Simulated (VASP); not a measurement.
# ZrPb (Fm-3m) in VASP: single point with LDA

Aim: the single point of ZrPb with LDA.

All numbers are computed with VASP 6.6.1; they aren't measurements. Logs are shortened: lines on timing, memory, paths and dates and some standing lists are left out, and cuts for length are marked.

## (1) The cell of the first run

Symmetry: Fm-3m, No. 225, cubic system. The conventional cell has a = 6.040 Å, b = 6.040 Å, c = 6.040 Å, α = 90.00°, β = 90.00°, γ = 90.00°. Zr (site symmetry m-3m) has 6 Pb at 3.02 Å within 4.0 Å. Within 4.0 Å of Pb (site symmetry m-3m) lie 6 Zr at 3.02 Å.

## (2) Single point, LDA

INCAR

```
SYSTEM = ZrPb
ALGO = Normal ; EDIFF = 1E-6
ENCUT = 520 ; ISIF = 2
ISMEAR = 0 ; LASPH = .TRUE.
LCHARG = .FALSE. ; LREAL = .FALSE.
LWAVE = .FALSE. ; NBANDS = 20
NELM = 80 ; PREC = Accurate
SIGMA = 0.05
```

KPOINTS

```
k-points
0
G
  6 6 6
  0 0 0
```

POSCAR

```
ZrPb
1.0
    0.0000000000      3.0200000000      3.0200000000
    3.0200000000      0.0000000000      3.0200000000
    3.0200000000      3.0200000000      0.0000000000
Zr Pb
1 1
Direct
    0.0000000000      0.0000000000      0.0000000000
    0.5000000000      0.5000000000      0.5000000000
```

Potentials or basis: VASP PAW LDA potentials, release 64 (Zr_sv, Pb_d).

On the command line:

```console
$ cat potpaw_LDA.64/Zr_sv/POTCAR potpaw_LDA.64/Pb_d/POTCAR > POTCAR
$ mpirun -np 1 vasp_std > vasp.out
```

OUTCAR:

```text
SYSTEM = ZrPb
   EDIFF = 1E-6
   ENCUT = 520
   ISIF = 2
   ISMEAR = 0
   LASPH = .TRUE.
   LREAL = .FALSE.
   NELM = 80
   PREC = Accurate

 ion  position               nearest neighbor table
   1  0.000  0.000  0.000-   2 3.02   2 3.02   2 3.02   2 3.02   2 3.02   2 3.02
   2  0.500  0.500  0.500-   1 3.02   1 3.02   1 3.02   1 3.02   1 3.02   1 3.02

  LATTYP: Found a face centered cubic cell.
 ALAT       =     6.0400000000

  Lattice vectors:

 A1 = (   0.0000000000,   3.0200000000,   3.0200000000)
 A2 = (   3.0200000000,   0.0000000000,   3.0200000000)
 A3 = (   3.0200000000,   3.0200000000,   0.0000000000)

Analysis of symmetry for initial positions (statically):
=====================================================================
 Subroutine PRICEL returns:
 Original cell was already a primitive cell.

 Routine SETGRP: Setting up the symmetry group for a
 face centered cubic supercell.

 Subroutine GETGRP returns: Found 48 space group operations
 (whereof 48 operations were pure point group operations)
 out of a pool of 48 trial point group operations.

The static configuration has the point symmetry O_h .

Analysis of symmetry for dynamics (positions and initial velocities):
=====================================================================
 Subroutine PRICEL returns:
 Original cell was already a primitive cell.

 Routine SETGRP: Setting up the symmetry group for a
 face centered cubic supercell.

 Subroutine GETGRP returns: Found 48 space group operations
 (whereof 48 operations were pure point group operations)
 out of a pool of 48 trial point group operations.

The dynamic configuration has the point symmetry O_h .

 Subroutine INISYM returns: Found 48 space group operations
 (whereof 48 operations are pure point group operations),
 and found     1 'primitive' translations

----------------------------------------------------------------------------------------

                                     Primitive cell

  volume of cell :      55.0872

  direct lattice vectors                    reciprocal lattice vectors
     0.000000000  3.020000000  3.020000000    -0.165562914  0.165562914  0.165562914
     3.020000000  0.000000000  3.020000000     0.165562914 -0.165562914  0.165562914
     3.020000000  3.020000000  0.000000000     0.165562914  0.165562914 -0.165562914

  length of vectors
     4.270924958  4.270924958  4.270924958     0.286763379  0.286763379  0.286763379

  position of ions in fractional coordinates (direct lattice)
     0.000000000  0.000000000  0.000000000
     0.500000000  0.500000000  0.500000000

  ion indices of the primitive-cell ions
   primitive index   ion index
                 1           1
                 2           2

----------------------------------------------------------------------------------------

 KPOINTS: k-points

Automatic generation of k-mesh.
 Grid dimensions read from file:
 generate k-points for:    6    6    6

 Generating k-lattice:

  Cartesian coordinates                     Fractional coordinates (reciprocal lattice)
    -0.027593819  0.027593819  0.027593819     0.166666667  0.000000000  0.000000000
     0.027593819 -0.027593819  0.027593819     0.000000000  0.166666667  0.000000000
     0.027593819  0.027593819 -0.027593819     0.000000000  0.000000000  0.166666667

  Length of vectors
     0.047793896  0.047793896  0.047793896

  Shift w.r.t. Gamma in fractional coordinates (k-lattice)
     0.000000000  0.000000000  0.000000000

 Subroutine IBZKPT returns following result:
 ===========================================

 Found     16 irreducible k-points:

 Following reciprocal coordinates:
            Coordinates               Weight
  0.000000  0.000000  0.000000      1.000000
  0.166667  0.000000  0.000000      8.000000
  0.333333  0.000000  0.000000      8.000000
  0.500000  0.000000  0.000000      4.000000
  0.166667  0.166667  0.000000      6.000000
  0.333333  0.166667  0.000000     24.000000
[... 8 lines left out ...]
 -0.333333  0.333333  0.166667     24.000000
 -0.333333  0.500000  0.166667     12.000000
   k-points           NKPTS =     16   k-points in BZ     NKDIM =     16   number of bands    NBANDS=     20
   number of dos      NEDOS =    301   number of ions     NIONS =      2
   total plane-waves  NPLWV =  32768
   dimension x,y,z NGX =    32 NGY =   32 NGZ =   32
   dimension x,y,z NGXF=    64 NGYF=   64 NGZF=   64
   ions per type =               1   1
   NGX,Y,Z   is equivalent  to a cutoff of  12.46, 12.46, 12.46 a.u.
   NGXF,Y,Z  is equivalent  to a cutoff of  24.91, 24.91, 24.91 a.u.
 SYSTEM =  ZrPb
   PREC   = accura    normal or accurate (medium, high low for compatibility)
   ISTART =      0    job   : 0-new  1-cont  2-samecut
   ICHARG =      2    charge: 1-file 2-atom 10-const
   ISPIN  =      1    spin polarized calculation?
   LNONCOLLINEAR =      F non collinear calculations
   LSORBIT =      F    spin-orbit coupling
   LASPH  =      T    aspherical Exc in radial PAW
   ENCUT  =  520.0 eV  38.22 Ry    6.18 a.u.   7.94  7.94  7.94*2*pi/ulx,y,z
   NELM   =     80;   NELMIN=  2; NELMDL= -5     # of ELM steps
   EDIFF  = 0.1E-05   stopping-criterion for ELM
   LREAL  =      F    real-space projection
   EDIFFG = 0.1E-04   stopping-criterion for IOM
   NSW    =      0    number of steps for IOM
   IBRION =     -1    ionic relax: 0-MD 1-quasi-New 2-CG
   NFREE  =      0    steps in history (QN), initial steepest desc. (CG)
   ISIF   =      2    stress and relaxation
   ISYM   =      2    0-nonsym 1-usesym 2-fastsym
   POTIM  = 0.5000    time-step for ionic-motion
   TEBEG  =    0.0;   TEEND  =   0.0 temperature during run
   PSTRESS=    0.0 pullay stress
   NELECT =      26.0000    total number of electrons
   NUPDOWN=      -1.0000    fix difference up-down
   EMIN   =  10.00;   EMAX   =-10.00  energy-range for DOS
   EFERMI =   0.00;   METHOD = LEGACY
   ISMEAR =     0;   SIGMA  =   0.05  broadening in eV -4-tet -1-fermi 0-gaus
   EFERMI_NEDOS =   21; number of points for ismear=-14 and -15
   IALGO  =     38    algorithm
   IMIX   =      4    mixing-type and parameters
     AMIX     =   0.40;   BMIX     =  1.00
     AMIX_MAG =   1.60;   BMIX_MAG =  1.00
  volume/ion in A,a.u.               =      27.54       185.87
  Fermi-wavevector in a.u.,A,eV,Ry     =   1.274625  2.408691 22.104953  1.624668
  Thomas-Fermi vector in A             =   2.407382
   LORBIT       =      0    0 simple, 1 ext, 2 COOP (PROOUT), +10 PAW based schemes
   GGA     = CA    functional components
   LHFCALC =     F    Hartree Fock is set to
   AEXX    =    0.0000 exact exchange contribution
   IVDW    =     0    specifies the selected vdW correction
   LEPSILON=     F    determine dielectric tensor
   LRPA    =     F    only Hartree local field effects (RPA)
 non-spin polarized calculation
 Gauss-broadening in eV      SIGMA  =   0.05
  energy-cutoff  :      520.00
  volume of cell :       55.09
 maximum number of plane-waves:      1524
   NGX = 15   NGY = 15   NGZ = 15

 number of electron      26.0000004 magnetization

 Free energy of the ion-electron system (eV)
  ---------------------------------------------------
  ext. energy  EPLUGINS =         0.00000000
  ---------------------------------------------------
  free energy    TOTEN  =       -13.65229366 eV

  energy without entropy =      -13.64989271  energy(sigma->0) =      -13.65109318

 E-fermi :   7.3322     XC(G=0): -10.6415

 val. band max:        7.3195701384   @ k =   0.1667   0.1667   0.0000
 cond. band min:       7.6227147854   @ k =   0.5000   0.5000   0.0000
 fundamental gap:      0.3031446470
 Fermi energy:         7.3322199906

 k-point     1 :       0.0000    0.0000    0.0000
  band No.  band energies     occupation
      1     -42.0094      2.00000
      2     -20.1395      2.00000
      3     -20.1395      2.00000
      4     -20.1395      2.00000
      5      -9.0997      2.00000
      6      -9.0997      2.00000
[... 12 lines left out ...]
     19      12.1409      0.00000
     20      13.9503      0.00000

 k-point     2 :       0.1667    0.0000    0.0000
  band No.  band energies     occupation
      1     -42.0086      2.00000
      2     -20.1556      2.00000
      3     -20.1438      2.00000
      4     -20.1438      2.00000
      5      -9.0806      2.00000
      6      -9.0806      2.00000
[... 12 lines left out ...]
     19      13.8385      0.00000
     20      14.6347      0.00000

 k-point     3 :       0.3333    0.0000    0.0000
  band No.  band energies     occupation
      1     -42.0070      2.00000
      2     -20.1876      2.00000
      3     -20.1525      2.00000
      4     -20.1525      2.00000
      5      -9.0434      2.00000
      6      -9.0434      2.00000
[... 12 lines left out ...]
     19      13.3559      0.00000
     20      15.4807      0.00000

 k-point     4 :       0.5000    0.0000    0.0000
  band No.  band energies     occupation
      1     -42.0062      2.00000
      2     -20.2034      2.00000
      3     -20.1568      2.00000
      4     -20.1568      2.00000
      5      -9.0256      2.00000
      6      -9.0256      2.00000
[... 12 lines left out ...]
     19      14.2869      0.00000
     20      14.6995      0.00000

 k-point     5 :       0.1667    0.1667    0.0000
  band No.  band energies     occupation
      1     -42.0084      2.00000
      2     -20.1593      2.00000
      3     -20.1449      2.00000
      4     -20.1449      2.00000
      5      -9.0920      2.00000
      6      -9.0670      2.00000
[... 12 lines left out ...]
     19      14.7629      0.00000
     20      15.4215      0.00000
[... 169 lines left out ...]
      6      -9.0690      2.00000
[... 12 lines left out ...]
     19      11.3873      0.00000
     20      16.6323      0.00000

 k-point    14 :       0.5000    0.3333    0.1667
  band No.  band energies     occupation
      1     -42.0061      2.00000
      2     -20.1868      2.00000
      3     -20.1624      2.00000
      4     -20.1591      2.00000
      5      -9.0693      2.00000
      6      -9.0376      2.00000
[... 12 lines left out ...]
     19      14.1183      0.00000
     20      15.8455      0.00000

 k-point    15 :      -0.3333    0.3333    0.1667
  band No.  band energies     occupation
      1     -42.0057      2.00000
      2     -20.1862      2.00000
      3     -20.1709      2.00000
      4     -20.1628      2.00000
      5      -9.0715      2.00000
      6      -9.0305      2.00000
[... 12 lines left out ...]
     19      14.2621      0.00000
     20      16.1521      0.00000

 k-point    16 :      -0.3333    0.5000    0.1667
  band No.  band energies     occupation
      1     -42.0055      2.00000
      2     -20.1829      2.00000
      3     -20.1680      2.00000
      4     -20.1674      2.00000
      5      -9.0875      2.00000
      6      -9.0427      2.00000
[... 12 lines left out ...]
     19      13.7025      0.00000
     20      16.4619      0.00000

------------------------ aborting loop because EDIFF is reached ----------------------------------------

  FORCE on cell =-STRESS in cart. coord.  units (eV):
  Direction    XX          YY          ZZ          XY          YZ          ZX
  --------------------------------------------------------------------------------------
  -------------------------------------------------------------------------------------
  Total       -2.8442214     -2.8442214     -2.8442214      0.0000000      0.0000000      0.0000000
  in kB      -82.7224070    -82.7224070    -82.7224070      0.0000000      0.0000000      0.0000000
  external PRESSURE =     -82.7224070 kB  Pullay stress =       0.0000000 kB

 VOLUME and BASIS-vectors are now :
 -----------------------------------------------------------------------------
  energy-cutoff  :      520.00
  volume of cell :       55.09
      direct lattice vectors                 reciprocal lattice vectors
     0.000000000  3.020000000  3.020000000    -0.165562914  0.165562914  0.165562914
     3.020000000  0.000000000  3.020000000     0.165562914 -0.165562914  0.165562914
     3.020000000  3.020000000  0.000000000     0.165562914  0.165562914 -0.165562914

 POSITION                                       TOTAL-FORCE (eV/Angst)
 -----------------------------------------------------------------------------------
      0.00000      0.00000      0.00000         0.000000      0.000000      0.000000
      3.02000      3.02000      3.02000        -0.000000     -0.000000     -0.000000
 -----------------------------------------------------------------------------------
    total drift:                                0.000000     -0.000000      0.000000

  FREE ENERGIE OF THE ION-ELECTRON SYSTEM (eV)
  ---------------------------------------------------
  free  energy   TOTEN  =       -13.6522936592 eV

  energy  without entropy=      -13.6498927075  energy(sigma->0) =      -13.65109318
```

Wall time 23 s (1 thread of Oxide Virtual Turin-like, shared host); peak memory 0.12 GiB.

What came out:

| Property | Result |
| --- | --- |
| Free energy | -13.6523 eV |
| Pressure | -8.3 GPa |
| Band gap on the k mesh | zero (bands 13 and 14 overlap by 0.33 eV) |

Caveat: the cell stands under tension; spin-orbit coupling is left out, which moves the levels of the heavy elements.

The gap in the log of VASP goes by the Fermi energy; the results here count the filled bands.